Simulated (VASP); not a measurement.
Write the native input for VASP 6.6.1 that does the following.

| Item | Value |
| --- | --- |
| Task | single point |
| Functional | LDA |
| Potentials or basis | VASP PAW LDA potentials, release 64 (Fe, Ni) |
| Cutoff | 520 eV |
| k mesh | 7 × 7 × 7 |
| Occupations | fermi-dirac, width 0.05 eV |
| Spin | collinear spin, ferrimagnetic start |
| Starting moments | [2.8, -1.2, 1.2, -1.2] μB |
| Dipole correction | no |
| Further INCAR settings | ALGO = Normal; EDIFF = 1e-07; NBANDS = 31 |

The structure of FeNi3 lies in POSCAR:

```
FeNi3
1.0
    0.0000000000      2.7903700000      2.7903700000
    2.7903700000      0.0000000000      2.7903700000
    2.7903700000      2.7903700000      0.0000000000
Fe Ni
1 3
Direct
    0.0000000000      0.0000000000      0.0000000000
    0.7500000000      0.7500000000      0.7500000000
    0.2500000000      0.2500000000      0.2500000000
    0.5000000000      0.5000000000      0.5000000000
```

The input as run:

INCAR

```
SYSTEM = FeNi3
PREC = Accurate
ENCUT = 520
EDIFF = 1E-7
ISMEAR = -1
SIGMA = 0.05
LREAL = .FALSE.
LASPH = .TRUE.
NELM = 150
ALGO = Normal
ISIF = 2
LWAVE = .FALSE.
LCHARG = .FALSE.
ISPIN = 2
MAGMOM = 2.8 -1.2 1.2 -1.2
LORBIT = 11
LMAXMIX = 4
NBANDS = 31
```

KPOINTS

```
regular mesh
0
G
  7 7 7
  0 0 0
```

Potentials or basis: VASP PAW LDA potentials, release 64 (Fe, Ni).

The run is started by

```sh
$ cat potpaw_LDA.64/Fe/POTCAR potpaw_LDA.64/Ni/POTCAR > POTCAR
$ mpirun -np 1 vasp_std > vasp.out
```

Results of the run:

```json
{"Pressure": "-11.4 GPa", "Net moment": "4.26 μB per cell", "Site moments": "Fe +2.69; Ni +0.61, +0.31 (each value once) μB", "Valence electrons inside the program's atomic spheres": "Fe 7.17; Ni 9.39"}
```

Caveat: the cell stands under tension.

It took 63 s on 1 thread of Intel(R) Xeon(R) Platinum 8488C (Sapphire Rapids), on a shared host, peak memory 0.18 GiB.
